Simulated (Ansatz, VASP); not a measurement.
**NaH in VASP and in Ansatz**

The input INCAR:

```
PREC     = Accurate       # precision mode
ENCUT    = 520            # plane-wave cutoff, eV
EDIFF    = 1E-6           # SCF threshold, eV
ISMEAR   = 0              # smearing method
SIGMA    = 0.05           # smearing width, eV
LREAL    = False          # projectors in reciprocal space
LASPH    = True           # aspherical terms in the spheres
NELM     = 60             # most SCF steps
ALGO     = Normal         # electronic algorithm
ISIF     = 2              # what is computed and relaxed
LWAVE    = False          # write WAVECAR
LCHARG   = True           # write CHGCAR
LELF     = True           # ELF
LVHAR    = True         
NBANDS   = 11             # bands
```

KPOINTS

```
Automatic mesh
0
Gamma
  12 12 12
```

POSCAR

```
NaH
1.0
    2.9551240000      0.0000000000      0.0000000000
    0.0000000000      2.9551240000      0.0000000000
    0.0000000000      0.0000000000      2.9255727600
Na H
1 1
Direct
    0.0000000000      0.0000000000      0.0000000000
    0.5000000000      0.5000000000      0.5000000000
```

Input for Ansatz:

```yaml
crystal:
  lattice:
    - [2.955124, 0.0, 0.0]
    - [0.0, 2.955124, 0.0]
    - [0.0, 0.0, 2.92557276]
  atoms:
    - { symbol: Na, position: [0.0, 0.0, 0.0] }
    - { symbol: H, position: [0.5, 0.5, 0.5] }
basis:
  ecutwfc: 420
kpoints:
  mp_grid: { grid: [12, 12, 12] }
hamiltonian:
  xc: lda
scf:
  occupations: { method: gaussian, width: 0.05 }
output:
  forces: true
  stress: true
  eigenvalues: true
```

Change from the starting cell: strain -0.0100 x Voigt [0, 0, 1, 0, 0, 0], atoms carried along.

Alike in both runs: task single point; functional LDA; k mesh 12 × 12 × 12; occupations gaussian, width 0.05 eV; no spin polarisation.

|  | VASP | Ansatz |
| --- | --- | --- |
| version | VASP 6.6.1 | Ansatz 0.2.0 |
| potentials or method | VASP PAW LDA potentials, release 64 (Na_pv, H), cutoff 520 eV | scalar-relativistic, plane waves, PAW |
| valence electrons in the cell | 8 | 10 |

```csv
,VASP,Ansatz,Ansatz less VASP
gap on the k mesh at the Fermi level (eV),0.55,0.55,+0.001
least direct gap on the mesh (eV),4.16,4.17,+0.003
pressure (GPa),-1.9,-1.8,+0.06
"traceless stress, the component that is largest in VASP (GPa)",0.76,0.75,-0.002
```

LDA's correlation is that of Perdew and Zunger in VASP and of Perdew and Wang (1992) in Ansatz. VASP's potentials hold 8 valence electrons a cell and Ansatz's 10, so a difference there can come from the potentials and not from the codes.
